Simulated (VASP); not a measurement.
# Ti3Si (Fm-3m) in VASP: further runs

The runs below take Ti3Si through single point, with LDA.

Everything below comes from runs of VASP 6.6.1. Logs are shortened: lines on timing, memory, paths and dates and some standing lists are left out, and cuts for length are marked.

**1. The cell of the first run**

Symmetry: Fm-3m, No. 225, cubic system. Conventional cell: a = 6.182 Å, b = 6.182 Å, c = 6.182 Å, α = 90.00°, β = 90.00°, γ = 90.00°. Ti (site symmetry -43m) has 10 Ti at 2.68 to 3.09 Å and 4 Si at 2.68 Å within 3.5 Å. Within 3.5 Å of Ti (site symmetry m-3m) lie 8 Ti at 2.68 Å and 6 Si at 3.09 Å. Within 3.5 Å of Si (site symmetry m-3m) lie 14 Ti at 2.68 to 3.09 Å.

**2. Single point, LDA**

The input, INCAR:

```
SYSTEM = Ti3Si
PREC = Accurate
ENCUT = 520
EDIFF = 1E-7
ISMEAR = -1
SIGMA = 0.1
LREAL = .False.
LASPH = .True.
NELM = 60
ALGO = Normal
ISIF = 2
LWAVE = .False.
LCHARG = .True.
LELF = .True.
LVHAR = .True.
NBANDS = 28
```

The input, KPOINTS:

```
Automatic mesh
0
Gamma
  6 6 6
  0 0 0
```

The input, POSCAR:

```
Ti3Si
1.0
    0.0000000000      3.0910515328      3.0910515328
    3.0910515328      0.0000000000      3.0910515328
    3.0910515328      3.0910515328      0.0000000000
Ti Si
3 1
Direct
    0.7500000000      0.7500000000      0.7500000000
    0.2500000000      0.2500000000      0.2500000000
    0.0000000000      0.0000000000      0.0000000000
    0.5000000000      0.5000000000      0.5000000000
```

Potentials or basis: VASP PAW LDA potentials, release 64 (Ti_sv, Si).

On the command line:

```console
cat potpaw_LDA.64/Ti_sv/POTCAR potpaw_LDA.64/Si/POTCAR > POTCAR
mpirun -np 1 vasp_std > vasp.out
```

OUTCAR:

```text
SYSTEM = Ti3Si
   PREC = Accurate
   ENCUT = 520
   EDIFF = 1E-7
   ISMEAR = -1
   LREAL = .False.
   LASPH = .True.
   NELM = 60
   ISIF = 2

 ion  position               nearest neighbor table
   1  0.750  0.750  0.750-   4 2.68   4 2.68   4 2.68   3 2.68   4 2.68   3 2.68   3 2.68   3 2.68

   2  0.250  0.250  0.250-   3 2.68   3 2.68   3 2.68   3 2.68   4 2.68   4 2.68   4 2.68   4 2.68

   3  0.000  0.000  0.000-   1 2.68   1 2.68   1 2.68   1 2.68   2 2.68   2 2.68   2 2.68   2 2.68

   4  0.500  0.500  0.500-   2 2.68   2 2.68   2 2.68   1 2.68   2 2.68   1 2.68   1 2.68   1 2.68

  LATTYP: Found a face centered cubic cell.
 ALAT       =     6.1821030656

  Lattice vectors:

 A1 = (   0.0000000000,   3.0910515328,   3.0910515328)
 A2 = (   3.0910515328,   0.0000000000,   3.0910515328)
 A3 = (   3.0910515328,   3.0910515328,   0.0000000000)

Analysis of symmetry for initial positions (statically):
=====================================================================
 Subroutine PRICEL returns:
 Original cell was already a primitive cell.

 Routine SETGRP: Setting up the symmetry group for a
 face centered cubic supercell.

 Subroutine GETGRP returns: Found 48 space group operations
 (whereof 48 operations were pure point group operations)
 out of a pool of 48 trial point group operations.

The static configuration has the point symmetry O_h .

Analysis of symmetry for dynamics (positions and initial velocities):
=====================================================================
 Subroutine PRICEL returns:
 Original cell was already a primitive cell.

 Routine SETGRP: Setting up the symmetry group for a
 face centered cubic supercell.

 Subroutine GETGRP returns: Found 48 space group operations
 (whereof 48 operations were pure point group operations)
 out of a pool of 48 trial point group operations.

The dynamic configuration has the point symmetry O_h .

 Subroutine INISYM returns: Found 48 space group operations
 (whereof 48 operations are pure point group operations),
 and found     1 'primitive' translations

----------------------------------------------------------------------------------------

                                     Primitive cell

  volume of cell :      59.0675

  direct lattice vectors                    reciprocal lattice vectors
     0.000000000  3.091051533  3.091051533    -0.161757251  0.161757251  0.161757251
     3.091051533  0.000000000  3.091051533     0.161757251 -0.161757251  0.161757251
     3.091051533  3.091051533  0.000000000     0.161757251  0.161757251 -0.161757251

  length of vectors
     4.371407000  4.371407000  4.371407000     0.280171778  0.280171778  0.280171778

  position of ions in fractional coordinates (direct lattice)
     0.750000000  0.750000000  0.750000000
     0.250000000  0.250000000  0.250000000
     0.000000000  0.000000000  0.000000000
     0.500000000  0.500000000  0.500000000

  ion indices of the primitive-cell ions
   primitive index   ion index
                 1           1
                 2           2
                 3           3
                 4           4

----------------------------------------------------------------------------------------

 KPOINTS: Automatic mesh

Automatic generation of k-mesh.
 Grid dimensions read from file:
 generate k-points for:    6    6    6

 Generating k-lattice:

  Cartesian coordinates                     Fractional coordinates (reciprocal lattice)
    -0.026959542  0.026959542  0.026959542     0.166666667  0.000000000  0.000000000
     0.026959542 -0.026959542  0.026959542     0.000000000  0.166666667  0.000000000
     0.026959542  0.026959542 -0.026959542     0.000000000  0.000000000  0.166666667

  Length of vectors
     0.046695296  0.046695296  0.046695296

  Shift w.r.t. Gamma in fractional coordinates (k-lattice)
     0.000000000  0.000000000  0.000000000

 Subroutine IBZKPT returns following result:
 ===========================================

 Found     16 irreducible k-points:

 Following reciprocal coordinates:
            Coordinates               Weight
  0.000000  0.000000  0.000000      1.000000
  0.166667  0.000000  0.000000      8.000000
  0.333333  0.000000  0.000000      8.000000
  0.500000  0.000000  0.000000      4.000000
  0.166667  0.166667  0.000000      6.000000
  0.333333  0.166667  0.000000     24.000000
[... 8 lines left out ...]
 -0.333333  0.333333  0.166667     24.000000
 -0.333333  0.500000  0.166667     12.000000
   k-points           NKPTS =     16   k-points in BZ     NKDIM =     16   number of bands    NBANDS=     28
   number of dos      NEDOS =    301   number of ions     NIONS =      4
   total plane-waves  NPLWV =  46656
   dimension x,y,z NGX =    36 NGY =   36 NGZ =   36
   dimension x,y,z NGXF=    72 NGYF=   72 NGZF=   72
   ions per type =               3   1
   NGX,Y,Z   is equivalent  to a cutoff of  13.69, 13.69, 13.69 a.u.
   NGXF,Y,Z  is equivalent  to a cutoff of  27.38, 27.38, 27.38 a.u.
 SYSTEM =  Ti3Si
   PREC   = accura    normal or accurate (medium, high low for compatibility)
   ISTART =      0    job   : 0-new  1-cont  2-samecut
   ICHARG =      2    charge: 1-file 2-atom 10-const
   ISPIN  =      1    spin polarized calculation?
   LNONCOLLINEAR =      F non collinear calculations
   LSORBIT =      F    spin-orbit coupling
   LASPH  =      T    aspherical Exc in radial PAW
   ENCUT  =  520.0 eV  38.22 Ry    6.18 a.u.   8.13  8.13  8.13*2*pi/ulx,y,z
   NELM   =     60;   NELMIN=  2; NELMDL= -5     # of ELM steps
   EDIFF  = 0.1E-06   stopping-criterion for ELM
   LREAL  =      F    real-space projection
   EDIFFG = 0.1E-05   stopping-criterion for IOM
   NSW    =      0    number of steps for IOM
   IBRION =     -1    ionic relax: 0-MD 1-quasi-New 2-CG
   NFREE  =      0    steps in history (QN), initial steepest desc. (CG)
   ISIF   =      2    stress and relaxation
   ISYM   =      2    0-nonsym 1-usesym 2-fastsym
   POTIM  = 0.5000    time-step for ionic-motion
   TEBEG  =    0.0;   TEEND  =   0.0 temperature during run
   PSTRESS=    0.0 pullay stress
   NELECT =      40.0000    total number of electrons
   NUPDOWN=      -1.0000    fix difference up-down
   EMIN   =  10.00;   EMAX   =-10.00  energy-range for DOS
   EFERMI =   0.00;   METHOD = LEGACY
   ISMEAR =    -1;   SIGMA  =   0.10  broadening in eV -4-tet -1-fermi 0-gaus
   EFERMI_NEDOS =   21; number of points for ismear=-14 and -15
   IALGO  =     38    algorithm
   IMIX   =      4    mixing-type and parameters
     AMIX     =   0.40;   BMIX     =  1.00
     AMIX_MAG =   1.60;   BMIX_MAG =  1.00
  volume/ion in A,a.u.               =      14.77        99.65
  Fermi-wavevector in a.u.,A,eV,Ry     =   1.437624  2.716715 28.120006  2.066762
  Thomas-Fermi vector in A             =   2.556681
   LORBIT       =      0    0 simple, 1 ext, 2 COOP (PROOUT), +10 PAW based schemes
   GGA     = CA    functional components
   LHFCALC =     F    Hartree Fock is set to
   AEXX    =    0.0000 exact exchange contribution
   IVDW    =     0    specifies the selected vdW correction
   LEPSILON=     F    determine dielectric tensor
   LRPA    =     F    only Hartree local field effects (RPA)
 non-spin polarized calculation
  energy-cutoff  :      520.00
  volume of cell :       59.07
 maximum number of plane-waves:      1639
 NGX is ok and might be reduce to    36
   NGX = 17   NGY = 17   NGZ = 17

 number of electron      40.0000004 magnetization

 Free energy of the ion-electron system (eV)
  ---------------------------------------------------
  ext. energy  EPLUGINS =         0.00000000
  ---------------------------------------------------
  free energy    TOTEN  =       -33.24461470 eV

  energy without entropy =      -33.04960494  energy(sigma->0) =      -33.14710982

 E-fermi :   9.6869     XC(G=0): -12.2348

 val. band max:        9.6829702678   @ k =   0.1667   0.1667   0.0000
 cond. band min:       9.7133172572   @ k =   0.5000   0.3333   0.0000
 fundamental gap:      0.0303469894
 Fermi energy:         9.6869004771

 k-point     1 :       0.0000    0.0000    0.0000
  band No.  band energies     occupation
      1     -46.0562      2.00000
      2     -45.9316      2.00000
      3     -45.5807      2.00000
      4     -22.7546      2.00000
      5     -22.7546      2.00000
      6     -22.7546      2.00000
[... 20 lines left out ...]
     27      12.9640      0.00000
     28      13.1537      0.00000

 k-point     2 :       0.1667    0.0000    0.0000
  band No.  band energies     occupation
      1     -46.0426      2.00000
      2     -45.9360      2.00000
      3     -45.5902      2.00000
      4     -22.8432      2.00000
      5     -22.8124      2.00000
      6     -22.8124      2.00000
[... 20 lines left out ...]
     27      12.9251      0.00000
     28      13.1511      0.00000

 k-point     3 :       0.3333    0.0000    0.0000
  band No.  band energies     occupation
      1     -46.0098      2.00000
      2     -45.9488      2.00000
      3     -45.6110      2.00000
      4     -22.8596      2.00000
      5     -22.8596      2.00000
      6     -22.8576      2.00000
[... 20 lines left out ...]
     27      12.8366      0.00000
     28      12.8367      0.00000

 k-point     4 :       0.5000    0.0000    0.0000
  band No.  band energies     occupation
      1     -45.9824      2.00000
      2     -45.9652      2.00000
      3     -45.6224      2.00000
      4     -22.8774      2.00000
      5     -22.8774      2.00000
      6     -22.8309      2.00000
[... 330 lines left out ...]
     27      12.9439      0.00000
     28      13.1049      0.00000

 k-point    15 :      -0.3333    0.3333    0.1667
  band No.  band energies     occupation
      1     -45.9694      2.00000
      2     -45.9649      2.00000
      3     -45.6359      2.00000
      4     -23.0010      2.00000
      5     -22.8639      2.00000
      6     -22.8403      2.00000
[... 20 lines left out ...]
     27      12.5373      0.00000
     28      12.9841      0.00000

 k-point    16 :      -0.3333    0.5000    0.1667
  band No.  band energies     occupation
      1     -45.9706      2.00000
      2     -45.9591      2.00000
      3     -45.6407      2.00000
      4     -23.0297      2.00000
      5     -22.9323      2.00000
      6     -22.7932      2.00000
[... 20 lines left out ...]
     27      12.4453      0.00000
     28      12.5798      0.00000

------------------------ aborting loop because EDIFF is reached ----------------------------------------

  FORCE on cell =-STRESS in cart. coord.  units (eV):
  Direction    XX          YY          ZZ          XY          YZ          ZX
  --------------------------------------------------------------------------------------
  -------------------------------------------------------------------------------------
  Total       -0.8446743     -0.8446743     -0.8446743     -0.0000000      0.0000000      0.0000000
  in kB      -22.9113742    -22.9113742    -22.9113742     -0.0000000      0.0000000      0.0000000
  external PRESSURE =     -22.9113742 kB  Pullay stress =       0.0000000 kB

 VOLUME and BASIS-vectors are now :
 -----------------------------------------------------------------------------
  energy-cutoff  :      520.00
  volume of cell :       59.07
      direct lattice vectors                 reciprocal lattice vectors
     0.000000000  3.091051533  3.091051533    -0.161757251  0.161757251  0.161757251
     3.091051533  0.000000000  3.091051533     0.161757251 -0.161757251  0.161757251
     3.091051533  3.091051533  0.000000000     0.161757251  0.161757251 -0.161757251

 POSITION                                       TOTAL-FORCE (eV/Angst)
 -----------------------------------------------------------------------------------
      4.63658      4.63658      4.63658        -0.000000     -0.000000     -0.000000
      1.54553      1.54553      1.54553         0.000000      0.000000      0.000000
      0.00000      0.00000      0.00000        -0.000000      0.000000      0.000000
      3.09105      3.09105      3.09105        -0.000000      0.000000      0.000000
 -----------------------------------------------------------------------------------
    total drift:                                0.000000      0.000000      0.000000

  FREE ENERGIE OF THE ION-ELECTRON SYSTEM (eV)
  ---------------------------------------------------
  free  energy   TOTEN  =       -33.2446147028 eV

  energy  without entropy=      -33.0496049371  energy(sigma->0) =      -33.14710982
```

Run time: 56 s. Hardware: 1 thread of AMD EPYC 7R13 (Zen 3), shared host; peak memory 0.14 GiB.

What came out:

* Free energy: -33.2446 eV
* Pressure: -2.3 GPa
* Band gap on the k mesh: zero (band 20 reaches 9.78 eV, above the bottom of band 21 at 9.40 eV)

**3. Single point, LDA**

This run uses another cell than the first one, of 15.16 Å³/atom, 1.026 times its volume.

The input, INCAR:

```
SYSTEM = Ti3Si
ALGO = Normal ; EDIFF = 1E-6
ENCUT = 520 ; GGA = CA
ISIF = 2 ; ISMEAR = -1
LASPH = .True. ; LCHARG = .False.
LREAL = .False. ; LWAVE = .False.
NBANDS = 28 ; NELM = 100
PREC = Accurate ; SIGMA = 0.1
```

The input, KPOINTS:

```
k-points
0
Gamma
  6 6 6
  0 0 0
```

The input, POSCAR:

```
Ti3Si
1.0
    0.0000000000      3.1179315910      3.1179315910
    3.1179315910      0.0000000000      3.1179315910
    3.1179315910      3.1179315910      0.0000000000
Ti Si
3 1
Direct
    0.7500000000      0.7500000000      0.7500000000
    0.2500000000      0.2500000000      0.2500000000
    0.0000000000      0.0000000000      0.0000000000
    0.5000000000      0.5000000000      0.5000000000
```

Potentials or basis: VASP PAW LDA potentials, release 64 (Ti_sv, Si).

On the command line:

```console
cat potpaw_LDA.64/Ti_sv/POTCAR potpaw_LDA.64/Si/POTCAR > POTCAR
mpirun -np 1 vasp_std > vasp.out
```

OUTCAR:

```text
SYSTEM = Ti3Si
   EDIFF = 1E-6
   ENCUT = 520
   GGA = CA
   ISIF = 2
   ISMEAR = -1
   LASPH = .True.
   LREAL = .False.
   NELM = 100
   PREC = Accurate

 ion  position               nearest neighbor table
   1  0.750  0.750  0.750-   4 2.70   4 2.70   4 2.70   3 2.70   4 2.70   3 2.70   3 2.70   3 2.70

   2  0.250  0.250  0.250-   3 2.70   3 2.70   3 2.70   3 2.70   4 2.70   4 2.70   4 2.70   4 2.70

   3  0.000  0.000  0.000-   1 2.70   1 2.70   1 2.70   1 2.70   2 2.70   2 2.70   2 2.70   2 2.70
[... 687 lines left out ...]
  Direction    XX          YY          ZZ          XY          YZ          ZX
  --------------------------------------------------------------------------------------
  -------------------------------------------------------------------------------------
  Total       -2.1913166     -2.1913166     -2.1913166      0.0000000      0.0000000     -0.0000000
  in kB      -57.9143217    -57.9143217    -57.9143217      0.0000000      0.0000000     -0.0000000
  external PRESSURE =     -57.9143217 kB  Pullay stress =       0.0000000 kB

 VOLUME and BASIS-vectors are now :
 -----------------------------------------------------------------------------
  energy-cutoff  :      520.00
  volume of cell :       60.62
      direct lattice vectors                 reciprocal lattice vectors
     0.000000000  3.117931591  3.117931591    -0.160362723  0.160362723  0.160362723
     3.117931591  0.000000000  3.117931591     0.160362723 -0.160362723  0.160362723
     3.117931591  3.117931591  0.000000000     0.160362723  0.160362723 -0.160362723

 POSITION                                       TOTAL-FORCE (eV/Angst)
 -----------------------------------------------------------------------------------
      4.67690      4.67690      4.67690         0.000000      0.000000      0.000000
      1.55897      1.55897      1.55897        -0.000000     -0.000000     -0.000000
      0.00000      0.00000      0.00000         0.000000     -0.000000      0.000000
      3.11793      3.11793      3.11793         0.000000     -0.000000      0.000000
 -----------------------------------------------------------------------------------
    total drift:                                0.000000      0.000000      0.000000

  FREE ENERGIE OF THE ION-ELECTRON SYSTEM (eV)
  ---------------------------------------------------
  free  energy   TOTEN  =       -33.2057196812 eV

  energy  without entropy=      -33.0066467675  energy(sigma->0) =      -33.10618322
```

Wall time 51 s (1 thread of AMD EPYC 7R13 (Zen 3), shared host); peak memory 0.14 GiB.

Results:

| Item | Value |
| --- | --- |
| Free energy | -33.2057 eV |
| Pressure | -5.8 GPa |
| Band gap on the k mesh | zero (band 20 reaches 9.49 eV, above the bottom of band 21 at 9.12 eV) |
